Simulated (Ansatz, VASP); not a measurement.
Two plane-wave programs on KBr

```xyz
2
Lattice="4.0987 0.4928 0.4928 0.4928 4.0987 0.4928 0.4928 0.4928 4.0987" Properties=species:S:1:pos:R:3 pbc="T T T"
K     0.0000    0.0000    0.0000
Br    2.5422    2.5422    2.5422
```

Alike in both runs: task single point; functional PBEsol; k mesh 6 × 6 × 6; occupations gaussian, width 0.05 eV; no spin polarisation.

|  | VASP | Ansatz |
| --- | --- | --- |
| version | VASP 6.6.1 | Ansatz 0.2.0 |
| potentials or method | VASP PAW PBE potentials, release 64 (K_sv, Br), cutoff 520 eV | scalar-relativistic, plane waves, PAW |
| valence electrons in the cell | 16 | 16 |

|  | VASP | Ansatz | Ansatz less VASP |
| --- | --- | --- | --- |
| gap on the k mesh at the Fermi level (eV) | 3.92 | 3.92 | +0.003 |
| least direct gap on the mesh (eV) | 3.92 | 3.92 | +0.003 |
| pressure (GPa) | 0.1 | 0.1 | -0.06 |
| traceless stress, the component that is largest in VASP (GPa) | 0.30 | 0.31 | +0.011 |

VASP's potentials were made for PBE, not for PBEsol.
